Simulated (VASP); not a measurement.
AlN, 2 atoms in the cell. It takes space group F-43m (No. 216, cubic). The conventional cell has a = 4.370 Å, b = 4.370 Å, c = 4.370 Å, α = 90.00°, β = 90.00°, γ = 90.00°. Al (site symmetry -43m) has 4 N at 1.89 Å within 2.5 Å. N (site symmetry -43m) has 4 Al at 1.89 Å within 2.5 Å. 

* Program: VASP 6.6.1
* Task: single point
* Functional: PBE
* Potentials or basis: VASP PAW PBE potentials, release 64 (Al, N)
* Cutoff: 520 eV
* k mesh: 10 × 10 × 10
* Occupations: fermi-dirac, width 0.02 eV
* Spin: no spin polarisation
* Dipole correction: no
* Further INCAR settings: ALGO = Normal; EDIFF = 1e-06; NBANDS = 11

Potentials or basis: VASP PAW PBE potentials, release 64 (Al, N).

Command:

```bash
$ cat potpaw_PBE.64/Al/POTCAR potpaw_PBE.64/N/POTCAR > POTCAR
$ mpirun -np 1 vasp_std > vasp.out
```

Hardware: 1 thread of AMD EPYC 7R13, with other jobs on the host.

Problem. How long does it take, and how much memory?

Solution. It took 22 s on 1 thread of AMD EPYC 7R13 (shared host), peak memory 0.11 GiB. Counts: scf iterations 12, k points 47.
